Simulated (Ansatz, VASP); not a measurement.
This is a calculation of PbS for Ansatz 0.2.0.

Contents of input.yaml:

```yaml
crystal:
  lattice:
    - [4.0896976867, 0.0, 0.0]
    - [-2.0448488433, 3.5417820905, 0.0]
    - [0.0, 0.0, 3.788167]
  atoms:
    - { symbol: Pb, position: [0.0, 0.0, 0.0] }
    - { symbol: S, position: [0.6666666667, 0.3333333333, 0.5] }
kpoints:
  mp_grid: { grid: [6, 6, 6] }
scf:
  occupations: { method: fermi_dirac, width: 0.05 }
hamiltonian:
  xc: pbe
  pseudopotentials: { kind: all_electron, datasets: crystal }
output:
  forces: true
  stress: true
  eigenvalues: true
```

Potentials or basis: all-electron PAW datasets made for the crystal.

Command:

```sh
$ ansatz run input.yaml --threads 1 --pin off --max-ram 3072MiB --backend cpu --events-out ev --progress --plain --runs-dir out
```

Question: Set up the same calculation for VASP 6.6.1. Potentials there: VASP PAW PBE potentials, release 64 (Pb_d, S).

Answer: As run (the cutoff follows the program's own potentials):

INCAR

```
  ALGO = Normal
  EDIFF = 1E-6
  ENCUT = 520
  GGA = PE
  ISIF = 2
  ISMEAR = -1
  LASPH = True
  LCHARG = True
  LELF = True
  LREAL = False
  LVHAR = True
  LWAVE = False
  NBANDS = 17
  NELM = 100
  PREC = Accurate
  SIGMA = 0.05
```

Contents of KPOINTS:

```
k-points
0
Gamma
  6 6 6
```

The input POSCAR:

```
PbS
1.0
    4.0896976867      0.0000000000      0.0000000000
   -2.0448488433      3.5417820905      0.0000000000
    0.0000000000      0.0000000000      3.7881670000
Pb S
1 1
Direct
    0.0000000000      0.0000000000      0.0000000000
    0.6666666667      0.3333333333      0.5000000000
```

Potentials or basis: VASP PAW PBE potentials, release 64 (Pb_d, S).

Command:

```bash
$ cat potpaw_PBE.64/Pb_d/POTCAR potpaw_PBE.64/S/POTCAR > POTCAR
$ mpirun -np 1 vasp_std > vasp.out
```

Both were run:

|  | VASP | Ansatz | Ansatz less VASP |
| --- | --- | --- | --- |
| gap on the k mesh at the Fermi level (eV) | none | none | - |
| pressure (GPa) | -0.3 | -0.2 | +0.08 |
| traceless stress, the component that is largest in VASP (GPa) | 0.16 | 0.17 | +0.013 |

A gap of «none» marks a metal or a gap that the smearing closes. Ansatz ran all-electron here, and VASP with PAW potentials.

Spin-orbit coupling is off throughout. Noted on Ansatz's run: the k mesh is thin for a metal, which can move the energy by tens of meV per atom.
